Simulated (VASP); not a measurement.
Runs of VASP 6.6.1 on Al3Cu. The structure is that of space group Pm-3m (No. 221), or close to it. The cells are those of the table. 

```csv
cell,smearing,gap on the mesh (eV),pressure (GPa)
"a = 3.928 Å, 4 atoms",gaussian 0.1 eV,none,-3.1
"a = 3.889 Å, 4 atoms",gaussian 0.1 eV,none,-0.1
"a = 3.965 Å, 4 atoms",gaussian 0.1 eV,none,-5.6
"a = 4.015 Å, 4 atoms",gaussian 0.1 eV,none,-8.3
"a = 3.889 Å, 4 atoms",gaussian 0.15 eV,none,-0.2
"a = 3.850 Å, 4 atoms",gaussian 0.1 eV,none,(b)
"a = 3.810 Å, 4 atoms",gaussian 0.1 eV,none,(a)
```

Alike in all rows: task single point; level r2SCAN; potentials or basis VASP PAW PBE potentials, release 64 (Al, Cu); no spin polarisation; k mesh 12 × 12 × 12; cutoff (eV) 520.

**Question.** Estimate the missing entries.

**Answer.** (a) 7.2; (b) 3.2.

Caveats: the PAW data sets were made with another functional, which shifts forces and pressure a little.

A gap of «none» marks levels without a gap at the run's occupations.
